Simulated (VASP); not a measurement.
Write the native input for VASP 6.6.1 that does the following.

```yaml
Task: single point
Functional: LDA
Potentials_or_basis: VASP PAW LDA potentials, release 64 (Cu, I)
Cutoff: 600 eV
k_mesh: 6 × 6 × 6
Occupations: gaussian, width 0.01 eV
Spin: no spin polarisation
Dipole_correction: no
Further_INCAR_settings: ALGO = Normal; EDIFF = 1e-06; NBANDS = 16
```

The structure of CuI (Marshite) lies in POSCAR:

```
CuI
1.0
    0.0000000000      2.8389844008      2.8389844008
    2.8389844008      0.0000000000      2.8389844008
    2.8389844008      2.8389844008      0.0000000000
Cu I
1 1
Direct
    0.7500000000      0.7500000000      0.7500000000
    0.0000000000      0.0000000000      0.0000000000
```

The input as run:

INCAR

```
  PREC = Accurate
  ENCUT = 600
  EDIFF = 1E-6
  ISMEAR = 0
  SIGMA = 0.01
  LREAL = F
  LASPH = T
  NELM = 120
  ALGO = Normal
  ISIF = 2
  LWAVE = F
  LCHARG = F
  GGA = CA
  NBANDS = 16
  GGA_COMPAT = F
```

KPOINTS

```
regular mesh
0
Gamma
  6 6 6
```

Potentials or basis: VASP PAW LDA potentials, release 64 (Cu, I).

The run is started by

```console
$ cat potpaw_LDA.64/Cu/POTCAR potpaw_LDA.64/I/POTCAR > POTCAR
$ mpirun -np 1 vasp_std > vasp.out
```

Results of the run:

- Pressure: 7.4 GPa
- Band gap on the k mesh: 1.60 eV, direct

Caveat: spin-orbit coupling is left out, which moves the levels of the heavy elements.

It took 8.4 s on 1 thread of Intel(R) Xeon(R) 6975P-C (Granite Rapids), on a shared host, peak memory 0.16 GiB.
